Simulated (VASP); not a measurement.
# TaSi2 (F-43m) in VASP: notebook

The runs below take TaSi2 through single point, relaxation of cell and atoms, with PBE.

Program: VASP 6.6.1. These are calculated values, not measurements. Logs are shortened: lines on timing, memory, paths and dates and some standing lists are left out, and cuts for length are marked.

**1. The cell of the first run**

The structure is cubic, space group F-43m (No. 216). Conventional cell: a = 5.810 Å, b = 5.810 Å, c = 5.810 Å, α = 90.00°, β = 90.00°, γ = 90.00°. Within 3.3 Å of Ta (site symmetry -43m) lie 10 Si at 2.52 to 2.90 Å. Within 3.3 Å of Si (site symmetry -43m) lie 4 Si at 2.52 Å and 6 Ta at 2.90 Å. Si (site symmetry -43m) has 4 Ta at 2.52 Å and 4 Si at 2.52 Å within 3.3 Å.

**2. Single point, PBE**

INCAR

```
SYSTEM = TaSi2
  ALGO = Normal
  EDIFF = 1E-6
  ENCUT = 520
  GGA = PE
  ISIF = 2
  ISMEAR = 0
  LASPH = .True.
  LCHARG = .False.
  LREAL = .False.
  LWAVE = .False.
  NBANDS = 16
  NELM = 80
  PREC = Accurate
  SIGMA = 0.1
```

KPOINTS

```
k-points
0
Gamma
  6 6 6
  0 0 0
```

POSCAR

```
TaSi2
1.0
    0.0000000000      2.9049570100      2.9049570100
    2.9049570100      0.0000000000      2.9049570100
    2.9049570100      2.9049570100      0.0000000000
Ta Si
1 2
Direct
    0.2500000000      0.2500000000      0.2500000000
    0.7500000000      0.7500000000      0.7500000000
    0.5000000000      0.5000000000      0.5000000000
```

Potentials or basis: VASP PAW PBE potentials, release 64 (Ta_pv, Si).

Command:

```console
$ cat potpaw_PBE.64/Ta_pv/POTCAR potpaw_PBE.64/Si/POTCAR > POTCAR
$ mpirun -np 1 vasp_std > vasp.out
```

OUTCAR:

```text
SYSTEM = TaSi2
   EDIFF = 1E-6
   ENCUT = 520
   GGA = PE
   ISIF = 2
   ISMEAR = 0
   LASPH = .True.
   LREAL = .False.
   NELM = 80
   PREC = Accurate

 ion  position               nearest neighbor table
   1  0.250  0.250  0.250-   3 2.52   3 2.52   3 2.52   3 2.52   2 2.90   2 2.90   2 2.90   2 2.90
                             2 2.90   2 2.90
   2  0.750  0.750  0.750-   3 2.52   3 2.52   3 2.52   3 2.52   1 2.90   1 2.90   1 2.90   1 2.90
                             1 2.90   1 2.90
   3  0.500  0.500  0.500-   1 2.52   1 2.52   1 2.52   1 2.52   2 2.52   2 2.52   2 2.52   2 2.52

  LATTYP: Found a face centered cubic cell.
 ALAT       =     5.8099140200

  Lattice vectors:

 A1 = (   0.0000000000,   2.9049570100,   2.9049570100)
 A2 = (   2.9049570100,   0.0000000000,   2.9049570100)
 A3 = (   2.9049570100,   2.9049570100,   0.0000000000)

Analysis of symmetry for initial positions (statically):
[... 5 lines left out ...]
 face centered cubic supercell.

 Subroutine GETGRP returns: Found 24 space group operations
 (whereof 24 operations were pure point group operations)
 out of a pool of 48 trial point group operations.

The static configuration has the point symmetry T_d .

Analysis of symmetry for dynamics (positions and initial velocities):
[... 5 lines left out ...]
 face centered cubic supercell.

 Subroutine GETGRP returns: Found 24 space group operations
 (whereof 24 operations were pure point group operations)
 out of a pool of 48 trial point group operations.

The dynamic configuration has the point symmetry T_d .

 Subroutine INISYM returns: Found 24 space group operations
 (whereof 24 operations are pure point group operations),
 and found     1 'primitive' translations

----------------------------------------------------------------------------------------

                                     Primitive cell

  volume of cell :      49.0286

  direct lattice vectors                    reciprocal lattice vectors
     0.000000000  2.904957010  2.904957010    -0.172119587  0.172119587  0.172119587
     2.904957010  0.000000000  2.904957010     0.172119587 -0.172119587  0.172119587
     2.904957010  2.904957010  0.000000000     0.172119587  0.172119587 -0.172119587

  length of vectors
     4.108229602  4.108229602  4.108229602     0.298119869  0.298119869  0.298119869

  position of ions in fractional coordinates (direct lattice)
     0.250000000  0.250000000  0.250000000
     0.750000000  0.750000000  0.750000000
     0.500000000  0.500000000  0.500000000

  ion indices of the primitive-cell ions
   primitive index   ion index
                 1           1
                 2           2
                 3           3

----------------------------------------------------------------------------------------

 KPOINTS: k-points

Automatic generation of k-mesh.
 Grid dimensions read from file:
 generate k-points for:    6    6    6

 Generating k-lattice:

  Cartesian coordinates                     Fractional coordinates (reciprocal lattice)
    -0.028686598  0.028686598  0.028686598     0.166666667  0.000000000  0.000000000
     0.028686598 -0.028686598  0.028686598     0.000000000  0.166666667  0.000000000
     0.028686598  0.028686598 -0.028686598     0.000000000  0.000000000  0.166666667

  Length of vectors
     0.049686645  0.049686645  0.049686645

  Shift w.r.t. Gamma in fractional coordinates (k-lattice)
     0.000000000  0.000000000  0.000000000

 Subroutine IBZKPT returns following result:
 ===========================================

 Found     16 irreducible k-points:

 Following reciprocal coordinates:
            Coordinates               Weight
  0.000000  0.000000  0.000000      1.000000
  0.166667  0.000000  0.000000      8.000000
  0.333333  0.000000  0.000000      8.000000
  0.500000  0.000000  0.000000      4.000000
  0.166667  0.166667  0.000000      6.000000
  0.333333  0.166667  0.000000     24.000000
[... 8 lines left out ...]
 -0.333333  0.333333  0.166667     24.000000
 -0.333333  0.500000  0.166667     12.000000
   k-points           NKPTS =     16   k-points in BZ     NKDIM =     16   number of bands    NBANDS=     16
   number of dos      NEDOS =    301   number of ions     NIONS =      3
   total plane-waves  NPLWV =  32768
   dimension x,y,z NGX =    32 NGY =   32 NGZ =   32
   dimension x,y,z NGXF=    64 NGYF=   64 NGZF=   64
   ions per type =               1   2
   NGX,Y,Z   is equivalent  to a cutoff of  12.95, 12.95, 12.95 a.u.
   NGXF,Y,Z  is equivalent  to a cutoff of  25.90, 25.90, 25.90 a.u.
 SYSTEM =  TaSi2
   PREC   = accura    normal or accurate (medium, high low for compatibility)
   ISTART =      0    job   : 0-new  1-cont  2-samecut
   ICHARG =      2    charge: 1-file 2-atom 10-const
   ISPIN  =      1    spin polarized calculation?
   LNONCOLLINEAR =      F non collinear calculations
   LSORBIT =      F    spin-orbit coupling
   LASPH  =      T    aspherical Exc in radial PAW
   ENCUT  =  520.0 eV  38.22 Ry    6.18 a.u.   7.64  7.64  7.64*2*pi/ulx,y,z
   NELM   =     80;   NELMIN=  2; NELMDL= -5     # of ELM steps
   EDIFF  = 0.1E-05   stopping-criterion for ELM
   LREAL  =      F    real-space projection
   EDIFFG = 0.1E-04   stopping-criterion for IOM
   NSW    =      0    number of steps for IOM
   IBRION =     -1    ionic relax: 0-MD 1-quasi-New 2-CG
   NFREE  =      0    steps in history (QN), initial steepest desc. (CG)
   ISIF   =      2    stress and relaxation
   ISYM   =      2    0-nonsym 1-usesym 2-fastsym
   POTIM  = 0.5000    time-step for ionic-motion
   TEBEG  =    0.0;   TEEND  =   0.0 temperature during run
   PSTRESS=    0.0 pullay stress
   NELECT =      19.0000    total number of electrons
   NUPDOWN=      -1.0000    fix difference up-down
   EMIN   =  10.00;   EMAX   =-10.00  energy-range for DOS
   EFERMI =   0.00;   METHOD = LEGACY
   ISMEAR =     0;   SIGMA  =   0.10  broadening in eV -4-tet -1-fermi 0-gaus
   EFERMI_NEDOS =   21; number of points for ismear=-14 and -15
   IALGO  =     38    algorithm
   IMIX   =      4    mixing-type and parameters
     AMIX     =   0.40;   BMIX     =  1.00
     AMIX_MAG =   1.60;   BMIX_MAG =  1.00
  volume/ion in A,a.u.               =      16.34       110.29
  Fermi-wavevector in a.u.,A,eV,Ry     =   1.193557  2.255495 19.382549  1.424577
  Thomas-Fermi vector in A             =   2.329568
   LORBIT       =      0    0 simple, 1 ext, 2 COOP (PROOUT), +10 PAW based schemes
   GGA     = PE    functional components
   LHFCALC =     F    Hartree Fock is set to
   AEXX    =    0.0000 exact exchange contribution
   IVDW    =     0    specifies the selected vdW correction
   LEPSILON=     F    determine dielectric tensor
   LRPA    =     F    only Hartree local field effects (RPA)
 non-spin polarized calculation
 Gauss-broadening in eV      SIGMA  =   0.10
  energy-cutoff  :      520.00
  volume of cell :       49.03
 maximum number of plane-waves:      1363
 NGX is ok and might be reduce to    32
   NGX = 15   NGY = 15   NGZ = 15

 number of electron      19.0000001 magnetization

 Free energy of the ion-electron system (eV)
  ---------------------------------------------------
  ext. energy  EPLUGINS =         0.00000000
  ---------------------------------------------------
  free energy    TOTEN  =       -21.20479062 eV

  energy without entropy =      -21.18541455  energy(sigma->0) =      -21.19510259

 E-fermi :   7.8312     XC(G=0): -11.3442

 val. band max:        7.7655735496   @ k =  -0.3333   0.1667   0.0000
 cond. band min:       7.8456895811   @ k =  -0.1667   0.1667   0.0000
 fundamental gap:      0.0801160315
 Fermi energy:         7.8312169243

 k-point     1 :       0.0000    0.0000    0.0000
  band No.  band energies     occupation
      1     -26.3951      2.00000
      2     -26.3951      2.00000
      3     -26.3951      2.00000
      4      -4.8488      2.00000
      5       4.3528      2.00000
      6       4.3528      2.00000
[... 8 lines left out ...]
     15      15.1657      0.00000
     16      15.1657      0.00000

 k-point     2 :       0.1667    0.0000    0.0000
  band No.  band energies     occupation
      1     -26.4072      2.00000
      2     -26.3967      2.00000
      3     -26.3967      2.00000
      4      -4.4672      2.00000
      5       3.0204      2.00000
      6       4.2093      2.00000
[... 8 lines left out ...]
     15      14.0977      0.00000
     16      14.0979      0.00000

 k-point     3 :       0.3333    0.0000    0.0000
  band No.  band energies     occupation
      1     -26.4313      2.00000
      2     -26.4001      2.00000
      3     -26.4001      2.00000
      4      -3.4186      2.00000
      5       0.8853      2.00000
      6       3.7293      2.00000
[... 8 lines left out ...]
     15      12.7713      0.00000
     16      13.0307      0.00000

 k-point     4 :       0.5000    0.0000    0.0000
  band No.  band energies     occupation
      1     -26.4433      2.00000
      2     -26.4018      2.00000
      3     -26.4018      2.00000
      4      -2.4171      2.00000
      5      -0.4989      2.00000
      6       3.4891      2.00000
[... 8 lines left out ...]
     15      13.5745      0.00000
     16      15.7501      0.00000
[... 172 lines left out ...]
 k-point    14 :       0.5000    0.3333    0.1667
  band No.  band energies     occupation
      1     -26.4312      2.00000
      2     -26.4142      2.00000
      3     -26.4058      2.00000
      4      -2.6121      2.00000
      5       0.3652      2.00000
      6       2.5643      2.00000
[... 8 lines left out ...]
     15      13.1490      0.00000
     16      15.3480      0.00000

 k-point    15 :      -0.3333    0.3333    0.1667
  band No.  band energies     occupation
      1     -26.4332      2.00000
      2     -26.4195      2.00000
      3     -26.4086      2.00000
      4      -1.7356      2.00000
      5      -0.4892      2.00000
      6       2.1707      2.00000
[... 8 lines left out ...]
     15      13.5853      0.00000
     16      14.2634      0.00000

 k-point    16 :      -0.3333    0.5000    0.1667
  band No.  band energies     occupation
      1     -26.4341      2.00000
      2     -26.4188      2.00000
      3     -26.4130      2.00000
      4      -1.2489      2.00000
      5      -0.9656      2.00000
      6       2.5262      2.00000
[... 8 lines left out ...]
     15      14.0515      0.00000
     16      14.6878      0.00000

------------------------ aborting loop because EDIFF is reached ----------------------------------------

  FORCE on cell =-STRESS in cart. coord.  units (eV):
  Direction    XX          YY          ZZ          XY          YZ          ZX
  --------------------------------------------------------------------------------------
  -------------------------------------------------------------------------------------
  Total        2.2068089      2.2068089      2.2068089      0.0000000      0.0000000      0.0000000
  in kB       72.1150947     72.1150947     72.1150947      0.0000000      0.0000000      0.0000000
  external PRESSURE =      72.1150947 kB  Pullay stress =       0.0000000 kB

 VOLUME and BASIS-vectors are now :
 -----------------------------------------------------------------------------
  energy-cutoff  :      520.00
  volume of cell :       49.03
      direct lattice vectors                 reciprocal lattice vectors
     0.000000000  2.904957010  2.904957010    -0.172119587  0.172119587  0.172119587
     2.904957010  0.000000000  2.904957010     0.172119587 -0.172119587  0.172119587
     2.904957010  2.904957010  0.000000000     0.172119587  0.172119587 -0.172119587

 POSITION                                       TOTAL-FORCE (eV/Angst)
 -----------------------------------------------------------------------------------
      1.45248      1.45248      1.45248        -0.000000     -0.000000      0.000000
      4.35744      4.35744      4.35744        -0.000000      0.000000      0.000000
      2.90496      2.90496      2.90496         0.000000      0.000000     -0.000000
 -----------------------------------------------------------------------------------
    total drift:                                0.000000      0.000000      0.000000

  FREE ENERGIE OF THE ION-ELECTRON SYSTEM (eV)
  ---------------------------------------------------
  free  energy   TOTEN  =       -21.2047906208 eV

  energy  without entropy=      -21.1854145512  energy(sigma->0) =      -21.19510259
```

It took 12 s on 1 thread of Intel Xeon 6975P-C, shared host; peak memory 0.18 GiB.

What came out:

* Free energy: -21.2048 eV
* Pressure: 7.2 GPa

Caveat: spin-orbit coupling is left out, which moves the levels of the heavy elements.

**3. Single point, PBE**

This run uses another cell than the first one, of 17.28 Å³/atom, 1.057 times its volume.

INCAR

```
ALGO = Normal
EDIFF = 1E-6
ENCUT = 520
GGA = PE
ISIF = 2
ISMEAR = 0
LASPH = T
LCHARG = F
LREAL = F
LWAVE = F
NBANDS = 16
NELM = 60
PREC = Accurate
SIGMA = 0.1
```

KPOINTS

```
k-points
0
Gamma
  6 6 6
```

POSCAR

```
TaSi2
1.0
    0.0000000000      2.9593181580      2.9593181580
    2.9593181580      0.0000000000      2.9593181580
    2.9593181580      2.9593181580      0.0000000000
Ta Si
1 2
Direct
    0.2500000000      0.2500000000      0.2500000000
    0.7500000000      0.7500000000      0.7500000000
    0.5000000000      0.5000000000      0.5000000000
```

Potentials or basis: VASP PAW PBE potentials, release 64 (Ta_pv, Si).

Command:

```console
$ cat potpaw_PBE.64/Ta_pv/POTCAR potpaw_PBE.64/Si/POTCAR > POTCAR
$ mpirun -np 1 vasp_std > vasp.out
```

It took 12 s on 1 thread of Intel Xeon 6975P-C, shared host; peak memory 0.18 GiB.

It converged, with:

```
Free energy : -21.2622 eV
Pressure    : -0.3 GPa
```

Levels at points of the mesh, in eV from the Fermi level:
```tsv
k point	band 7	band 8	band 9	band 10	band 11	band 12
(0.00, 0.00, 0.00)	-3.25	-0.59	-0.59	-0.48	-0.36	-0.36
(0.50, 0.00, 0.00)	-4.08	-1.48	-0.20	-0.20	1.32	2.20
(0.50, 0.50, 0.00)	-3.68	-2.88	-1.82	0.63	0.90	0.90
```

Caveat: spin-orbit coupling is left out, which moves the levels of the heavy elements.

**4. Relaxation of cell and atoms, PBE**

INCAR

```
SYSTEM = TaSi2
PREC = Accurate
ENCUT = 600
EDIFF = 1E-6
ISMEAR = 0
SIGMA = 0.1
LREAL = .FALSE.
LASPH = .TRUE.
NELM = 80
ALGO = Normal
ISIF = 3
LWAVE = .FALSE.
LCHARG = .FALSE.
GGA = PE
IBRION = 2
NSW = 90
EDIFFG = -0.04
```

KPOINTS

```
Automatic mesh
0
G
  6 6 6
  0 0 0
```

POSCAR

```
TaSi2
1.0
    0.0000000000      2.9049570100      2.9049570100
    2.9049570100      0.0000000000      2.9049570100
    2.9049570100      2.9049570100      0.0000000000
Ta Si
1 2
Direct
    0.2500000000      0.2500000000      0.2500000000
    0.7500000000      0.7500000000      0.7500000000
    0.5000000000      0.5000000000      0.5000000000
```

Command:

```console
$ cat potpaw_PBE.64/Ta_pv/POTCAR potpaw_PBE.64/Si/POTCAR > POTCAR
$ mpirun -np 1 vasp_std > vasp.out
```

It took 37 s on 1 thread of Intel Xeon 6975P-C, shared host; peak memory 0.21 GiB.

Results (log left out):

- Free energy: -21.2624 eV
- Relaxed volume: 17.25 Å³/atom
- Relaxed cell: a = 4.183 Å, b = 4.183 Å, c = 4.183 Å, α = 60.00°, β = 60.00°, γ = 60.00°
- Space group after relaxing (to 0.05 Å): F-43m (No. 216)
- Energy gained by relaxing: 19.1 meV/atom
- Ionic steps: 3
- Pressure after relaxing: 0.0 GPa

Step by step:
```tsv
step	energy change (eV)	largest force (eV/Å)	pressure (GPa)	volume (Å³)
1	0.0000	0.0000	7.23	49.03
2	-0.0097	0.0000	-5.34	54.45
3	-0.0572	0.0000	-0.05	51.74
```

Final structure:
```
CELL_PARAMETERS angstrom
0.00000 2.95756 2.95756
2.95756 0.00000 2.95756
2.95756 2.95756 0.00000
ATOMIC_POSITIONS crystal
Ta 0.25000 0.25000 0.25000
Si 0.75000 0.75000 0.75000
Si 0.50000 0.50000 0.50000
```

Levels at points of the mesh, in eV from the Fermi level:
| k point | band 6 | band 7 | band 8 | band 9 | band 10 | band 11 | band 12 | band 13 |
| --- | --- | --- | --- | --- | --- | --- | --- | --- |
| (0.00, 0.00, 0.00) | -3.26 | -3.26 | -0.59 | -0.59 | -0.47 | -0.36 | -0.36 | -0.36 |
| (0.50, 0.00, 0.00) | -4.09 | -4.09 | -1.48 | -0.20 | -0.20 | 1.32 | 2.20 | 2.20 |
| (0.50, 0.50, 0.00) | -3.68 | -3.68 | -2.89 | -1.82 | 0.63 | 0.90 | 0.90 | 3.41 |

Caveat: the bands computed are all filled at some k points, so no gap is given; spin-orbit coupling is left out, which moves the levels of the heavy elements.

**5. Single point, PBE**

This run uses another cell than the first one, of 17.25 Å³/atom, 1.055 times its volume.

INCAR

```
SYSTEM = TaSi2
PREC = Accurate
ENCUT = 520
EDIFF = 1E-7
ISMEAR = 0
SIGMA = 0.1
LREAL = .False.
LASPH = .True.
NELM = 60
ALGO = Normal
ISIF = 2
LWAVE = .False.
LCHARG = .False.
GGA = PE
NBANDS = 16
```

KPOINTS

```
Automatic mesh
0
Gamma
  14 14 14
  0 0 0
```

POSCAR

```
TaSi2
1.0
    0.0000000000      2.9574853075      2.9574853075
    2.9574853075      0.0000000000      2.9574853075
    2.9574853075      2.9574853075      0.0000000000
Ta Si
1 2
Direct
    0.7500000000      0.7500000000      0.7500000000
    0.2500000000      0.2500000000      0.2500000000
    0.5000000000      0.5000000000      0.5000000000
```

Command:

```console
$ cat potpaw_PBE.64/Ta_pv/POTCAR potpaw_PBE.64/Si/POTCAR > POTCAR
$ mpirun -np 1 vasp_std > vasp.out
```

Wall time 67 s (1 thread of Intel Xeon 6975P-C, shared host); peak memory 0.23 GiB.

It converged, with:

- Free energy: -21.2746 eV
- Pressure: 0.0 GPa

Levels at points of the mesh, in eV from the Fermi level:
```tsv
k point	band 7	band 8	band 9	band 10	band 11	band 12	band 13	band 14
(0.00, 0.00, 0.00)	-3.25	-0.59	-0.59	-0.45	-0.34	-0.34	-0.34	4.76
(0.50, 0.00, 0.00)	-4.08	-1.47	-0.19	-0.19	1.33	2.21	2.21	5.44
(0.50, 0.50, 0.00)	-3.67	-2.88	-1.82	0.63	0.90	0.90	3.41	6.51
```

Caveat: spin-orbit coupling is left out, which moves the levels of the heavy elements.

[end of part 1 of 2]
